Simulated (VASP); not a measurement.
Wanted: the native input for a VASP 6.6.1 run.

| Property | Result |
| --- | --- |
| Task | single point |
| Functional | PBE |
| Potentials or basis | VASP PAW PBE potentials, release 64 (Nb_sv, P) |
| Cutoff | 520 eV |
| k mesh | 10 × 10 × 4 |
| Occupations | gaussian, width 0.1 eV |
| Spin | no spin polarisation |
| Dipole correction | no |
| Further INCAR settings | ALGO = Normal; EDIFF = 1e-06; NBANDS = 46 |

The structure of NbP lies in POSCAR:

```
NbP
1.0
    3.4139877811      0.0000000000      0.0000000000
    0.0000000000      3.3303116100      0.0000000000
    0.0000000000      0.0000000000     11.3708246481
Nb P
4 4
Direct
    0.5000000000      0.5000000000      0.0003404740
    0.0000000000      0.5000000000      0.7499014303
    0.0000000000      0.0000000000      0.5003404740
    0.5000000000      0.0000000000      0.2499014303
    0.0000000000      0.0000000000      0.0827452920
    0.5000000000      0.0000000000      0.8322699538
    0.5000000000      0.5000000000      0.5827452920
    0.0000000000      0.5000000000      0.3322699538
```

This cell differs from its parent crystal: uniaxial strain along a: +2.0 %.

The input as run:

INCAR

```
SYSTEM = NbP
PREC = Accurate ; ENCUT = 520
EDIFF = 1E-6 ; ISMEAR = 0
SIGMA = 0.1 ; LREAL = .False.
LASPH = .True. ; NELM = 100
ALGO = Normal ; ISIF = 2
LWAVE = .False. ; LCHARG = .False.
GGA = PE ; NBANDS = 46
```

KPOINTS

```
regular mesh
0
Gamma
  10 10 4
  0 0 0
```

Potentials or basis: VASP PAW PBE potentials, release 64 (Nb_sv, P).

Run with:

```sh
$ cat potpaw_PBE.64/Nb_sv/POTCAR potpaw_PBE.64/P/POTCAR > POTCAR
$ mpirun -np 1 vasp_std > vasp.out
```

It gave:

```yaml
Pressure: -2.4 GPa
Largest_force: 0.081 eV/Å
Band_gap_on_the_k_mesh: zero (band 36 reaches 10.58 eV, above the bottom of band 37 at 10.50 eV)
```

Caveat: the cell differs from its parent crystal (uniaxial strain along a: +2.0 %).

Wall time 15 min on 1 thread of Intel(R) Xeon(R) Platinum 8259CL CPU @ 2.50GHz (Skylake/Cascade Lake), on a shared host, peak memory 0.57 GiB.
